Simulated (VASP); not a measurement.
# MoSe2 (P6_3/mmc) in VASP: further runs

MoSe2 is run at these levels: PBE; tasks: relaxation of cell and atoms, relaxation of the atoms.

All numbers are computed with VASP 6.6.1; they aren't measurements. Logs are shortened: lines on timing, memory, paths and dates and some standing lists are left out, and cuts for length are marked.

## (1) The cell of the first run

It takes space group P6_3/mmc (No. 194, hexagonal). Conventional cell: a = 3.321 Å, b = 3.321 Å, c = 14.827 Å, α = 90.00°, β = 90.00°, γ = 120.00°. Within 3.4 Å of Mo (site symmetry -6m2) lie 6 Se at 2.54 Å and 6 Mo at 3.32 Å. Se (site symmetry 3m) has 3 Mo at 2.54 Å and 7 Se at 3.32 to 3.34 Å within 3.4 Å.

## (2) Relaxation of cell and atoms, PBE

Input file INCAR:

```
PREC     = Accurate       # precision mode
ENCUT    = 500            # plane-wave cutoff, eV
EDIFF    = 1E-7           # SCF threshold, eV
ISMEAR   = 0              # smearing method
SIGMA    = 0.02           # smearing width, eV
LREAL    = False          # projectors in reciprocal space
LASPH    = True           # aspherical terms in the spheres
NELM     = 120            # most SCF steps
ALGO     = Normal         # electronic algorithm
ISIF     = 3              # what is computed and relaxed
LWAVE    = False          # write WAVECAR
LCHARG   = False          # write CHGCAR
GGA      = PE             # functional
IBRION   = 2              # ionic algorithm
NSW      = 100            # ionic steps
EDIFFG   = -0.005         # ionic threshold
GGA_COMPAT= False        
NELMIN   = 4
```

Input file KPOINTS:

```
regular mesh
0
Gamma
  12 12 2
```

Input file POSCAR:

```
MoSe2
1.0
    3.3209296322      0.0000000000      0.0000000000
   -1.6604648161      2.8760094257      0.0000000000
    0.0000000000      0.0000000000     14.8269639092
Mo Se
2 4
Direct
    0.6666666667      0.3333333333      0.7500000000
    0.3333333333      0.6666666667      0.2500000000
    0.3333333333      0.6666666667      0.8625458242
    0.6666666667      0.3333333333      0.3625458242
    0.3333333333      0.6666666667      0.6374541758
    0.6666666667      0.3333333333      0.1374541758
```

Potentials or basis: VASP PAW PBE potentials, release 64 (Mo_sv, Se).

Started as:

```sh
cat potpaw_PBE.64/Mo_sv/POTCAR potpaw_PBE.64/Se/POTCAR > POTCAR
mpirun -np 1 vasp_std > vasp.out
```

OUTCAR:

```text
PREC = Accurate
   ENCUT = 500
   EDIFF = 1E-7
   ISMEAR = 0
   LREAL = False
   LASPH = True
   NELM = 120
   ISIF = 3
   GGA = PE
   IBRION = 2
   NSW = 100
   EDIFFG = -0.005
   NELMIN = 4

 ion  position               nearest neighbor table
   1  0.667  0.333  0.750-   3 2.54   5 2.54   3 2.54   5 2.54   3 2.54   5 2.54
   2  0.333  0.667  0.250-   4 2.54   6 2.54   4 2.54   6 2.54   4 2.54   6 2.54
   3  0.333  0.667  0.863-   1 2.54   1 2.54   1 2.54
   4  0.667  0.333  0.363-   2 2.54   2 2.54   2 2.54
   5  0.333  0.667  0.637-   1 2.54   1 2.54   1 2.54
   6  0.667  0.333  0.137-   2 2.54   2 2.54   2 2.54

  LATTYP: Found a hexagonal cell.
 ALAT       =     3.3209296322
 C/A-ratio  =     4.4647028246

  Lattice vectors:

 A1 = (   3.3209296322,   0.0000000000,   0.0000000000)
 A2 = (  -1.6604648161,   2.8760094257,   0.0000000000)
 A3 = (   0.0000000000,   0.0000000000,  14.8269639092)

Analysis of symmetry for initial positions (statically):
=====================================================================
 Subroutine PRICEL returns:
 Original cell was already a primitive cell.

 Routine SETGRP: Setting up the symmetry group for a
 hexagonal supercell.

 Subroutine GETGRP returns: Found 24 space group operations
 (whereof 12 operations were pure point group operations)
 out of a pool of 24 trial point group operations.

The static configuration has the point symmetry D_3d.
 The point group associated with its full space group is D_6h.

Analysis of symmetry for dynamics (positions and initial velocities):
=====================================================================
 Subroutine PRICEL returns:
 Original cell was already a primitive cell.

 Routine SETGRP: Setting up the symmetry group for a
 hexagonal supercell.

 Subroutine GETGRP returns: Found 24 space group operations
 (whereof 12 operations were pure point group operations)
 out of a pool of 24 trial point group operations.

The dynamic configuration has the point symmetry D_3d.
 The point group associated with its full space group is D_6h.

 Subroutine INISYM returns: Found 24 space group operations
 (whereof 12 operations are pure point group operations),
 and found     1 'primitive' translations

----------------------------------------------------------------------------------------

                                     Primitive cell

  volume of cell :     141.6127

  direct lattice vectors                    reciprocal lattice vectors
     3.320929632  0.000000000  0.000000000     0.301120503  0.173852003  0.000000000
    -1.660464816  2.876009426  0.000000000     0.000000000  0.347704006  0.000000000
     0.000000000  0.000000000 14.826963909     0.000000000  0.000000000  0.067444691

  length of vectors
     3.320929632  3.320929632 14.826963909     0.347704006  0.347704006  0.067444691

  position of ions in fractional coordinates (direct lattice)
     0.666666667  0.333333333  0.750000000
     0.333333333  0.666666667  0.250000000
     0.333333333  0.666666667  0.862545824
     0.666666667  0.333333333  0.362545824
     0.333333333  0.666666667  0.637454176
     0.666666667  0.333333333  0.137454176

  ion indices of the primitive-cell ions
   primitive index   ion index
                 1           1
                 2           2
                 3           3
                 4           4
                 5           5
                 6           6

----------------------------------------------------------------------------------------

 KPOINTS: regular mesh

Automatic generation of k-mesh.
 Grid dimensions read from file:
 generate k-points for:   12   12    2

 Generating k-lattice:

  Cartesian coordinates                     Fractional coordinates (reciprocal lattice)
     0.025093375  0.014487667  0.000000000     0.083333333  0.000000000  0.000000000
     0.000000000  0.028975334  0.000000000     0.000000000  0.083333333  0.000000000
     0.000000000  0.000000000  0.033722346     0.000000000  0.000000000  0.500000000

  Length of vectors
     0.028975334  0.028975334  0.033722346

  Shift w.r.t. Gamma in fractional coordinates (k-lattice)
     0.000000000  0.000000000  0.000000000

 Subroutine IBZKPT returns following result:
 ===========================================

 Found     38 irreducible k-points:

 Following reciprocal coordinates:
            Coordinates               Weight
  0.000000  0.000000  0.000000      1.000000
  0.083333  0.000000  0.000000      6.000000
  0.166667  0.000000  0.000000      6.000000
  0.250000  0.000000  0.000000      6.000000
  0.333333  0.000000  0.000000      6.000000
  0.416667  0.000000  0.000000      6.000000
[... 16 lines left out ...]
  0.250000  0.000000  0.500000      6.000000
  0.333333  0.000000  0.500000      6.000000
 [... further k-points ...]
   k-points           NKPTS =     38   k-points in BZ     NKDIM =     38   number of bands    NBANDS=     31
   number of dos      NEDOS =    301   number of ions     NIONS =      6
   total plane-waves  NPLWV =  62208
   dimension x,y,z NGX =    24 NGY =   24 NGZ =  108
   dimension x,y,z NGXF=    48 NGYF=   48 NGZF=  216
   ions per type =               2   4
   NGX,Y,Z   is equivalent  to a cutoff of  12.01, 12.01, 12.11 a.u.
   NGXF,Y,Z  is equivalent  to a cutoff of  24.03, 24.03, 24.22 a.u.
 SYSTEM =  unknown system
   PREC   = accura    normal or accurate (medium, high low for compatibility)
   ISTART =      0    job   : 0-new  1-cont  2-samecut
   ICHARG =      2    charge: 1-file 2-atom 10-const
   ISPIN  =      1    spin polarized calculation?
   LNONCOLLINEAR =      F non collinear calculations
   LSORBIT =      F    spin-orbit coupling
   LASPH  =      T    aspherical Exc in radial PAW
   ENCUT  =  500.0 eV  36.75 Ry    6.06 a.u.   6.05  6.05 27.03*2*pi/ulx,y,z
   NELM   =    120;   NELMIN=  4; NELMDL= -5     # of ELM steps
   EDIFF  = 0.1E-06   stopping-criterion for ELM
   LREAL  =      F    real-space projection
   EDIFFG = -.5E-02   stopping-criterion for IOM
   NSW    =    100    number of steps for IOM
   IBRION =      2    ionic relax: 0-MD 1-quasi-New 2-CG
   NFREE  =      1    steps in history (QN), initial steepest desc. (CG)
   ISIF   =      3    stress and relaxation
   ISYM   =      2    0-nonsym 1-usesym 2-fastsym
   POTIM  = 0.5000    time-step for ionic-motion
   TEBEG  =    0.0;   TEEND  =   0.0 temperature during run
   PSTRESS=    0.0 pullay stress
   NELECT =      52.0000    total number of electrons
   NUPDOWN=      -1.0000    fix difference up-down
   EMIN   =  10.00;   EMAX   =-10.00  energy-range for DOS
   EFERMI =   0.00;   METHOD = LEGACY
   ISMEAR =     0;   SIGMA  =   0.02  broadening in eV -4-tet -1-fermi 0-gaus
   EFERMI_NEDOS =   21; number of points for ismear=-14 and -15
   IALGO  =     38    algorithm
   IMIX   =      4    mixing-type and parameters
     AMIX     =   0.40;   BMIX     =  1.00
     AMIX_MAG =   1.60;   BMIX_MAG =  1.00
  volume/ion in A,a.u.               =      23.60       159.27
  Fermi-wavevector in a.u.,A,eV,Ry     =   1.172308  2.215342 18.698582  1.374307
  Thomas-Fermi vector in A             =   2.308739
   LORBIT       =      0    0 simple, 1 ext, 2 COOP (PROOUT), +10 PAW based schemes
   GGA     = PE    functional components
   LHFCALC =     F    Hartree Fock is set to
   AEXX    =    0.0000 exact exchange contribution
   IVDW    =     0    specifies the selected vdW correction
   LEPSILON=     F    determine dielectric tensor
   LRPA    =     F    only Hartree local field effects (RPA)
 conjugate gradient relaxation of ions
 non-spin polarized calculation
 Gauss-broadening in eV      SIGMA  =   0.02
  energy-cutoff  :      500.00
  volume of cell :      141.61
 maximum number of plane-waves:      3648
   NGX = 13   NGY = 13   NGZ = 55

--------------------------------------- Ionic step        1  -------------------------------------------

 number of electron      51.9999995 magnetization

 Free energy of the ion-electron system (eV)
  ---------------------------------------------------
  ext. energy  EPLUGINS =         0.00000000
  ---------------------------------------------------
  free energy    TOTEN  =       -39.98272838 eV

  energy without entropy =      -39.98272838  energy(sigma->0) =      -39.98272838

------------------------ aborting loop because EDIFF is reached ----------------------------------------

  FORCE on cell =-STRESS in cart. coord.  units (eV):
  Direction    XX          YY          ZZ          XY          YZ          ZX
  --------------------------------------------------------------------------------------
  -------------------------------------------------------------------------------------
  Total        0.1529491      0.1529491      0.2554903      0.0000000     -0.0000000     -0.0000000
  in kB        1.7304346      1.7304346      2.8905652      0.0000000     -0.0000000     -0.0000000
  external PRESSURE =       2.1171448 kB  Pullay stress =       0.0000000 kB
[... 65 lines left out ...]
  energy  without entropy=      -39.9822601392  energy(sigma->0) =      -39.98226014

--------------------------------------- Ionic step        3  -------------------------------------------

 number of electron      51.9999995 magnetization

 Free energy of the ion-electron system (eV)
  ---------------------------------------------------
  ext. energy  EPLUGINS =         0.00000000
  ---------------------------------------------------
  free energy    TOTEN  =       -39.98292030 eV

  energy without entropy =      -39.98292030  energy(sigma->0) =      -39.98292030

 E-fermi :   4.5440     XC(G=0):  -9.6248

 val. band max:        4.4172501867   @ k =   0.0000   0.0000   0.0000
 cond. band min:       5.8100718111   @ k =   0.1667   0.1667   0.0000
 fundamental gap:      1.3928216244
 Fermi energy:         4.5440433755

 k-point     1 :       0.0000    0.0000    0.0000
  band No.  band energies     occupation
      1     -56.4522      2.00000
      2     -56.4522      2.00000
      3     -30.5936      2.00000
      4     -30.5936      2.00000
      5     -30.4353      2.00000
      6     -30.4353      2.00000
[... 805 lines left out ...]
     30       6.3643      0.00000
     31       7.4067      0.00000

 [... further k-points ...]

------------------------ aborting loop because EDIFF is reached ----------------------------------------

  FORCE on cell =-STRESS in cart. coord.  units (eV):
  Direction    XX          YY          ZZ          XY          YZ          ZX
  --------------------------------------------------------------------------------------
  -------------------------------------------------------------------------------------
  Total        0.0017575      0.0017575      0.0103472      0.0000000      0.0000000     -0.0000000
  in kB        0.0198522      0.0198522      0.1168821      0.0000000      0.0000000     -0.0000000
  external PRESSURE =       0.0521955 kB  Pullay stress =       0.0000000 kB
[... 21 lines left out ...]
  FREE ENERGIE OF THE ION-ELECTRON SYSTEM (eV)
  ---------------------------------------------------
  free  energy   TOTEN  =       -39.9829202958 eV

  energy  without entropy=      -39.9829202958  energy(sigma->0) =      -39.98292030

 reached required accuracy - stopping structural energy minimisation
```

Run time: 2.4 min. Hardware: 1 thread of Intel Xeon 6975P-C (Granite Rapids), shared host; peak memory 0.32 GiB.

Results:

| Item | Value |
| --- | --- |
| Free energy | -39.9829 eV |
| Relaxed volume | 23.64 Å³/atom |
| Relaxed cell | a = 3.322 Å, b = 3.322 Å, c = 14.838 Å, α = 90.00°, β = 90.00°, γ = 120.00° |
| Space group after relaxing (to 0.1 Å) | P6_3/mmc (No. 194) |
| Energy gained by relaxing | 0.0 meV/atom |
| Ionic steps | 3 |
| Pressure after relaxing | 0.0 GPa |
| Largest force after relaxing | 0.003 eV/Å |
| Band gap on the k mesh | 1.39 eV (least direct gap 1.42 eV) |

Forces on the atoms (eV/Å):
```
Mo   0.000  0.000  0.000
Mo   0.000  0.000  0.000
Se   0.000  0.000 -0.003
Se   0.000  0.000 -0.003
Se   0.000  0.000  0.003
Se   0.000  0.000  0.003
```

The path:
| step | energy change (eV) | largest force (eV/Å) | pressure (GPa) | volume (Å³) |
| --- | --- | --- | --- | --- |
| 1 | 0.0000 | 0.0326 | 0.21 | 141.61 |
| 2 | 0.0005 | 0.0698 | -0.37 | 142.25 |
| 3 | -0.0002 | 0.0034 | 0.01 | 141.84 |

Final structure:
```cif
data_structure
_symmetry_space_group_name_H-M 'P 1'
_symmetry_Int_Tables_number 1
_cell_length_a 3.3224
_cell_length_b 3.3224
_cell_length_c 14.8376
_cell_angle_alpha 90.000
_cell_angle_beta 90.000
_cell_angle_gamma 120.000
_cell_volume 141.84
loop_
_atom_site_label
_atom_site_type_symbol
_atom_site_fract_x
_atom_site_fract_y
_atom_site_fract_z
_atom_site_occupancy
Mo1 Mo 0.66667 0.33333 0.75000 1
Mo2 Mo 0.33333 0.66667 0.25000 1
Se1 Se 0.33333 0.66667 0.86258 1
Se2 Se 0.66667 0.33333 0.36258 1
Se3 Se 0.33333 0.66667 0.63742 1
Se4 Se 0.66667 0.33333 0.13742 1
```

Caveat: this functional lacks dispersion, which binds the layers, so the pressure and a relaxed spacing across them are unreliable.

[end of part 1 of 2]
